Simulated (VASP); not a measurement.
Input of a VASP 6.6.1 run:

Contents of INCAR:

```
ALGO = Normal
EDIFF = 1E-6
ENCUT = 600
GGA = PS
GGA_COMPAT = False
ISIF = 2
ISMEAR = 0
LASPH = True
LCHARG = True
LELF = True
LREAL = False
LVHAR = True
LWAVE = False
NBANDS = 11
NELM = 120
PREC = Accurate
SIGMA = 0.02
```

File KPOINTS:

```
k-points
0
Gamma
  8 8 8
```

Contents of POSCAR:

```
MgS
1.0
    0.0000000000      2.8257734859      2.8257734859
    2.8257734859      0.0000000000      2.8257734859
    2.8257734859      2.8257734859      0.0000000000
Mg S
1 1
Direct
    0.0000000000      0.0000000000      0.0000000000
    0.2500000000      0.2500000000      0.2500000000
```

Potentials or basis: VASP PAW PBE potentials, release 64 (Mg, S).

Command:

```console
$ cat potpaw_PBE.64/Mg/POTCAR potpaw_PBE.64/S/POTCAR > POTCAR
$ mpirun -np 1 vasp_std > vasp.out
```

Q: Predict the band gap on the k mesh.

A: 3.32 eV.

Q: Estimate the pressure.

A: -0.1 GPa.

Caveat: the PAW data sets were made with another functional, which shifts forces and pressure a little. A k mesh can miss the band edges.
